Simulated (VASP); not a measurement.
Here is a VASP 6.6.1 calculation.

POSCAR

```
Na2BrF
1.0
    1.8415917648      1.0632435011      6.0033121329
   -1.8415917648      1.0632435011      6.0033121329
    0.0000000000     -2.1264870023      6.0033121329
F Br Na
1 1 2
Direct
    1.0000000000      0.0000000000      0.0000000000
    0.5000000000      0.5000000000      0.5000000000
    0.2673367675      0.2673367675      0.2673367675
    0.7326632325      0.7326632325      0.7326632325
```

INCAR.step1

```
SYSTEM = Na2BrF
PREC = Accurate
ENCUT = 520
ISMEAR = 0
SIGMA = 0.01
LREAL = .False.
LASPH = .True.
NELM = 60
NBANDS = 22
GGA = PE
ALGO = Normal
EDIFF = 1E-4
LWAVE = .True.
LCHARG = .False.
```

File INCAR.step2:

```
SYSTEM = Na2BrF
PREC = Accurate
ENCUT = 520
EDIFF = 1E-6
ISMEAR = 0
SIGMA = 0.01
LREAL = .False.
LASPH = .True.
NELM = 60
ALGO = Normal
ISIF = 2
LWAVE = .False.
LCHARG = .True.
METAGGA = R2SCAN
LMIXTAU = .True.
LELF = .True.
LVHAR = .True.
NBANDS = 22
ISTART = 1
```

File KPOINTS:

```
Automatic mesh
0
Gamma
  6 6 6
  0 0 0
```

Potentials or basis: VASP PAW PBE potentials, release 64 (F, Br, Na_pv).

Command:

```sh
$ cat potpaw_PBE.64/F/POTCAR potpaw_PBE.64/Br/POTCAR potpaw_PBE.64/Na_pv/POTCAR > POTCAR
$ cp INCAR.step1 INCAR
$ mpirun -np 1 vasp_std > vasp.out
$ cp INCAR.step2 INCAR
$ mpirun -np 1 vasp_std > vasp.out
```

Predict the pressure.

2.0 GPa.

Estimate the largest force.

0.074 eV/Å.

Estimate the band gap on the k mesh.

3.95 eV, direct.

Forces on the atoms (eV/Å):
```
F    0.000  0.000  0.000
Br   0.000  0.000  0.000
Na   0.000  0.000  0.074
Na   0.000  0.000 -0.074
```

Caveat: the PAW data sets were made with another functional, which shifts forces and pressure a little. A k mesh can miss the band edges.
